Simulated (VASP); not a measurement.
# SiNi3 (P4mm) in VASP: single point with PBEsol

Aim: the single point of SiNi3 with PBEsol.

All numbers are computed with VASP 6.6.1; they aren't measurements. Logs are shortened: lines on timing, memory, paths and dates and some standing lists are left out, and cuts for length are marked.

## Step 1: The cell of the first run

The structure is tetragonal, space group P4mm (No. 99). The conventional cell has a = 3.461 Å, b = 3.461 Å, c = 3.461 Å, α = 90.00°, β = 90.00°, γ = 90.00°. Within 3.2 Å of Si (site symmetry 4mm) lie 12 Ni at 2.40 to 2.49 Å. Within 3.2 Å of Ni (site symmetry 2mm) lie 4 Si at 2.40 to 2.49 Å and 8 Ni at 2.45 Å. Ni (site symmetry 4mm) has 8 Ni at 2.45 Å and 4 Si at 2.45 Å within 3.2 Å.

## Step 2: Single point, PBEsol (all Ni atoms moved +0.062 Å, as atom 2 along Cartesian [0 1 0])

Input file INCAR:

```
SYSTEM = SiNi3
PREC = Accurate ; ENCUT = 520
EDIFF = 1E-7 ; ISMEAR = 0
SIGMA = 0.15 ; LREAL = .FALSE.
LASPH = .TRUE. ; NELM = 60
ALGO = Fast ; ISIF = 2
LWAVE = .FALSE. ; LCHARG = .TRUE.
GGA = PS ; LELF = .TRUE.
LVHAR = .TRUE. ; NBANDS = 25
```

Input file KPOINTS:

```
Automatic mesh
0
G
  14 14 14
  0 0 0
```

Input file POSCAR:

```
SiNi3
1.0
    3.4612457436      0.0000000000      0.0000000000
    0.0000000000      3.4612457436      0.0000000000
    0.0000000000      0.0000000000      3.4612457436
Si Ni
1 3
Direct
    0.0000000000      0.0000000000      0.0000000000
    0.0000000000      0.5180570825      0.5000000000
    0.5000000000      0.0180570825      0.5000000000
    0.5000000000      0.5180570825      0.0000000000
```

Potentials or basis: VASP PAW PBE potentials, release 64 (Si, Ni).

Run with:

```sh
$ cat potpaw_PBE.64/Si/POTCAR potpaw_PBE.64/Ni/POTCAR > POTCAR
$ mpirun -np 1 vasp_std > vasp.out
```

OUTCAR:

```text
SYSTEM = SiNi3
   PREC = Accurate
   ENCUT = 520
   EDIFF = 1E-7
   ISMEAR = 0
   LREAL = .FALSE.
   LASPH = .TRUE.
   NELM = 60
   ISIF = 2
   GGA = PS

 ion  position               nearest neighbor table
   1  0.000  0.000  0.000-   2 2.40   4 2.40   2 2.40   4 2.40   3 2.45   3 2.45   3 2.45   3 2.45
                             4 2.49   2 2.49   2 2.49   4 2.49
   2  0.000  0.518  0.500-   1 2.40   1 2.40   4 2.45   3 2.45   4 2.45   3 2.45   3 2.45   4 2.45
                             4 2.45   3 2.45   1 2.49   1 2.49
   3  0.500  0.018  0.500-   2 2.45   4 2.45   4 2.45   2 2.45   4 2.45   4 2.45   2 2.45   2 2.45
                             1 2.45   1 2.45   1 2.45   1 2.45
   4  0.500  0.518  0.000-   1 2.40   1 2.40   3 2.45   2 2.45   3 2.45   3 2.45   3 2.45   2 2.45
                             2 2.45   2 2.45   1 2.49   1 2.49

  LATTYP: Found a simple cubic cell.
 ALAT       =     3.4612457436

  Lattice vectors:

 A1 = (   3.4612457436,   0.0000000000,   0.0000000000)
 A2 = (   0.0000000000,   3.4612457436,   0.0000000000)
 A3 = (   0.0000000000,   0.0000000000,   3.4612457436)

Analysis of symmetry for initial positions (statically):
=====================================================================
 Subroutine PRICEL returns:
 Original cell was already a primitive cell.

 Routine SETGRP: Setting up the symmetry group for a
 simple cubic supercell.

 Subroutine GETGRP returns: Found  8 space group operations
 (whereof  8 operations were pure point group operations)
 out of a pool of 48 trial point group operations.

The static configuration has the point symmetry C_4v.

Analysis of symmetry for dynamics (positions and initial velocities):
=====================================================================
 Subroutine PRICEL returns:
 Original cell was already a primitive cell.

 Routine SETGRP: Setting up the symmetry group for a
 simple cubic supercell.

 Subroutine GETGRP returns: Found  8 space group operations
 (whereof  8 operations were pure point group operations)
 out of a pool of 48 trial point group operations.

The dynamic configuration has the point symmetry C_4v.

 Subroutine INISYM returns: Found  8 space group operations
 (whereof  8 operations are pure point group operations),
 and found     1 'primitive' translations

----------------------------------------------------------------------------------------

                                     Primitive cell

  volume of cell :      41.4665

  direct lattice vectors                    reciprocal lattice vectors
[... 88 lines left out ...]
   LASPH  =      T    aspherical Exc in radial PAW
   ENCUT  =  520.0 eV  38.22 Ry    6.18 a.u.   6.44  6.44  6.44*2*pi/ulx,y,z
   NELM   =     60;   NELMIN=  2; NELMDL= -5     # of ELM steps
   EDIFF  = 0.1E-06   stopping-criterion for ELM
   LREAL  =      F    real-space projection
   EDIFFG = 0.1E-05   stopping-criterion for IOM
   NSW    =      0    number of steps for IOM
   IBRION =     -1    ionic relax: 0-MD 1-quasi-New 2-CG
   NFREE  =      0    steps in history (QN), initial steepest desc. (CG)
   ISIF   =      2    stress and relaxation
   ISYM   =      2    0-nonsym 1-usesym 2-fastsym
   POTIM  = 0.5000    time-step for ionic-motion
   TEBEG  =    0.0;   TEEND  =   0.0 temperature during run
   PSTRESS=    0.0 pullay stress
   NELECT =      34.0000    total number of electrons
   NUPDOWN=      -1.0000    fix difference up-down
   EMIN   =  10.00;   EMAX   =-10.00  energy-range for DOS
   EFERMI =   0.00;   METHOD = LEGACY
   ISMEAR =     0;   SIGMA  =   0.15  broadening in eV -4-tet -1-fermi 0-gaus
   EFERMI_NEDOS =   21; number of points for ismear=-14 and -15
   IALGO  =     68    algorithm
   IMIX   =      4    mixing-type and parameters
     AMIX     =   0.40;   BMIX     =  1.00
     AMIX_MAG =   1.60;   BMIX_MAG =  1.00
  volume/ion in A,a.u.               =      10.37        69.96
  Fermi-wavevector in a.u.,A,eV,Ry     =   1.532270  2.895571 31.944467  2.347852
  Thomas-Fermi vector in A             =   2.639499
   LORBIT       =      0    0 simple, 1 ext, 2 COOP (PROOUT), +10 PAW based schemes
   GGA     = PS    functional components
   LHFCALC =     F    Hartree Fock is set to
   AEXX    =    0.0000 exact exchange contribution
   IVDW    =     0    specifies the selected vdW correction
   LEPSILON=     F    determine dielectric tensor
   LRPA    =     F    only Hartree local field effects (RPA)
 non-spin polarized calculation
 RMM-DIIS sequential band-by-band and
 Gauss-broadening in eV      SIGMA  =   0.15
  energy-cutoff  :      520.00
  volume of cell :       41.47
 maximum number of plane-waves:      1141
 NGX is ok and might be reduce to    28
   NGX = 13   NGY = 13   NGZ = 13

 number of electron      33.9999971 magnetization

 Free energy of the ion-electron system (eV)
  ---------------------------------------------------
  ext. energy  EPLUGINS =         0.00000000
  ---------------------------------------------------
  free energy    TOTEN  =       -26.29109094 eV

  energy without entropy =      -26.27057790  energy(sigma->0) =      -26.28083442

 E-fermi :  11.1077     XC(G=0): -13.4539

 val. band max:       11.1042006731   @ k =   0.4286   0.4286   0.3571
 cond. band min:      11.1228186470   @ k =   0.0000   0.0000   0.0000
 fundamental gap:      0.0186179739
 Fermi energy:        11.1077439098

 k-point     1 :       0.0000    0.0000    0.0000
  band No.  band energies     occupation
      1      -1.1441      2.00000
      2       5.9584      2.00000
      3       6.7710      2.00000
      4       6.7913      2.00000
      5       7.3274      2.00000
      6       7.3274      2.00000
[... 661 lines left out ...]
     24      19.9947      0.00000
     25      22.2664      0.00000

 [... further k-points ...]
[... 5 lines left out ...]
  --------------------------------------------------------------------------------------
  -------------------------------------------------------------------------------------
  Total        0.0710451      0.0934262      0.0710451      0.0000000     -0.0000000      0.0000000
  in kB        2.7450311      3.6097915      2.7450311      0.0000000     -0.0000000      0.0000000
  external PRESSURE =       3.0332846 kB  Pullay stress =       0.0000000 kB

 VOLUME and BASIS-vectors are now :
 -----------------------------------------------------------------------------
  energy-cutoff  :      520.00
  volume of cell :       41.47
      direct lattice vectors                 reciprocal lattice vectors
     3.461245744  0.000000000  0.000000000     0.288913320  0.000000000  0.000000000
     0.000000000  3.461245744  0.000000000     0.000000000  0.288913320  0.000000000
     0.000000000  0.000000000  3.461245744     0.000000000  0.000000000  0.288913320

 POSITION                                       TOTAL-FORCE (eV/Angst)
 -----------------------------------------------------------------------------------
      0.00000      0.00000      0.00000         0.000000      0.385308      0.000000
      0.00000      1.79312      1.73062        -0.000000     -0.208834     -0.000000
      1.73062      0.06250      1.73062        -0.000000      0.032360     -0.000000
      1.73062      1.79312      0.00000         0.000000     -0.208834      0.000000
 -----------------------------------------------------------------------------------
    total drift:                                0.000000      0.000299      0.000002

  FREE ENERGIE OF THE ION-ELECTRON SYSTEM (eV)
  ---------------------------------------------------
  free  energy   TOTEN  =       -26.2910909378 eV

  energy  without entropy=      -26.2705778990  energy(sigma->0) =      -26.28083442
```

Wall time 4.9 min (1 thread of Intel Xeon 6975P-C, shared host); peak memory 0.35 GiB.

What came out:

```
Free energy            : -26.2911 eV
Pressure               : 0.3 GPa
Largest force          : 0.385 eV/Å
Band gap on the k mesh : zero (band 17 reaches 11.13 eV, above the bottom of band 18 at 10.88 eV)
```

Forces in eV/Å, atoms in the order of the input:
```
Si   0.000  0.385  0.000
Ni   0.000 -0.209  0.000
Ni   0.000  0.032  0.000
Ni   0.000 -0.209  0.000
```

Caveat: the cell differs from its parent crystal (all Ni atoms moved +0.062 Å, as atom 2 along Cartesian [0 1 0]); the PAW data sets were made with another functional, which shifts forces and pressure a little.
